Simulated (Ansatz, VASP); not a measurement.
## One calculation of Sb2Pt, two programs

```
Pt Sb
1.0
     4.02499    0.00000    0.00000
    -2.01250    3.48575    0.00000
     0.00000    0.00000    5.24930
Pt Sb
1 2
Direct
  0.00000 0.00000 0.00000
  0.33333 0.66667 0.26538
  0.66667 0.33333 0.73462
```

Alike in both runs: task relaxation of cell and atoms; functional PBE; k mesh 10 × 10 × 6; occupations gaussian, width 0.05 eV; no spin polarisation.

```csv
,VASP,Ansatz
version,VASP 6.6.1,Ansatz 0.2.0
potentials or method,"VASP PAW PBE potentials, release 64 (Pt, Sb), cutoff 600 eV","scalar-relativistic, plane waves, PAW"
valence electrons in the cell,20,48
```

```tsv
	VASP	Ansatz	Ansatz less VASP
gap on the k mesh at the Fermi level, each at its own relaxed structure (eV)	none	none	-
relaxed volume (Å³/atom)	24.76	24.87	+0.106
relaxed length of the cell vector where the two differ most in proportion (Å)	4.052	4.060	+0.0084
```

A gap of «none» marks a metal or a gap that the smearing closes. VASP's potentials hold 20 valence electrons a cell and Ansatz's 48, so a difference there can come from the potentials and not from the codes.

Spin-orbit coupling is off throughout.
